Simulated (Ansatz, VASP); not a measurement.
## One calculation of Si2C, two programs

```
Si C
1.0
     2.98755    0.00000    0.00000
    -1.49378    2.58730    0.00000
     0.00000    0.00000    9.36242
Si C
4 2
Direct
  0.33333 0.66667 0.00000
  0.33333 0.66667 0.27712
  0.33333 0.66667 0.72288
  0.66667 0.33333 0.50000
  0.66667 0.33333 0.19435
  0.66667 0.33333 0.80565
```

Alike in both runs: functional PBE; k mesh 6 × 6 × 2; occupations gaussian, width 0.1 eV; no spin polarisation.

Ansatz relaxed the structure, and its values are those at the end. VASP's run is a single point on that final structure, the one shown.

```csv
,VASP,Ansatz
version,VASP 6.6.1,Ansatz 0.2.0
potentials or method,"VASP PAW PBE potentials, release 64 (Si, C), cutoff 520 eV","scalar-relativistic, plane waves, PAW"
valence electrons in the cell,24,24
```

|  | VASP | Ansatz | Ansatz less VASP |
| --- | --- | --- | --- |
| gap on the k mesh at the Fermi level (eV) | none | none | - |
| pressure (GPa) | 0.2 | 0.2 | 0.00 |
| rms of the force components (eV/Å) | 0.007 | 0.004 | -0.0034 |

A gap of «none» marks a metal or a gap that the smearing closes.

The k mesh is coarse, so the values compare programs but aren't converged.
